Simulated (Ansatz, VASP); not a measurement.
## One calculation of PbSe, two programs

The input POSCAR:

```
PbSe
1.0
    3.7126847845      0.0000000000      0.0000000000
    0.0000000000      3.7126847845      0.0000000000
    0.0000000000      0.0000000000      3.7126847845
Pb Se
1 1
Direct
    0.0000000000      0.0000000000      0.0000000000
    0.5000000000      0.5000000000      0.5000000000
```

INCAR.step1

```
ALGO = Normal ; EDIFF = 1E-4
ENCUT = 520 ; GGA = PE
ISMEAR = 0 ; LASPH = T
LCHARG = F ; LREAL = F
LWAVE = T ; NBANDS = 17
NELM = 80 ; PREC = Accurate
SIGMA = 0.1
```

The input INCAR.step2:

```
ALGO = Normal ; EDIFF = 1E-6
ENCUT = 520 ; ISIF = 2
ISMEAR = 0 ; ISTART = 1
LASPH = T ; LCHARG = F
LMIXTAU = T ; LREAL = F
LWAVE = F ; METAGGA = R2SCAN
NBANDS = 17 ; NELM = 80
PREC = Accurate ; SIGMA = 0.1
```

KPOINTS

```
k-points
0
Gamma
  12 12 12
```

Input for Ansatz:

```yaml
crystal:
  lattice:
    - [3.7126847845, 0.0, 0.0]
    - [0.0, 3.7126847845, 0.0]
    - [0.0, 0.0, 3.7126847845]
  atoms:
    - { symbol: Pb, position: [0.0, 0.0, 0.0] }
    - { symbol: Se, position: [0.5, 0.5, 0.5] }
basis:
  ecutwfc: 500
kpoints:
  mp_grid: { grid: [12, 12, 12] }
hamiltonian:
  xc: r2scan
scf:
  occupations: { method: gaussian, width: 0.1 }
output:
  forces: true
  stress: true
  eigenvalues: true
```

Alike in both runs: task single point; functional r2SCAN; k mesh 12 × 12 × 12; occupations gaussian, width 0.1 eV; no spin polarisation.

```csv
,VASP,Ansatz
version,VASP 6.6.1,Ansatz 0.2.0
potentials or method,"VASP PAW PBE potentials, release 64 (Pb_d, Se), cutoff 520 eV","scalar-relativistic, plane waves, PAW"
valence electrons in the cell,20,30
```

Ansatz gave:

- gap on the k mesh at the Fermi level (eV): none
- pressure (GPa): 2.5

Problem. Which values does VASP return?

Solution. gap on the k mesh at the Fermi level (eV): none; pressure (GPa): 2.6.

VASP's potentials were made for PBE, not for r2SCAN. A gap of «none» marks a metal or a gap that the smearing closes. VASP's potentials hold 20 valence electrons a cell and Ansatz's 30, so a difference there can come from the potentials and not from the codes.

Neither program's run includes spin-orbit coupling.
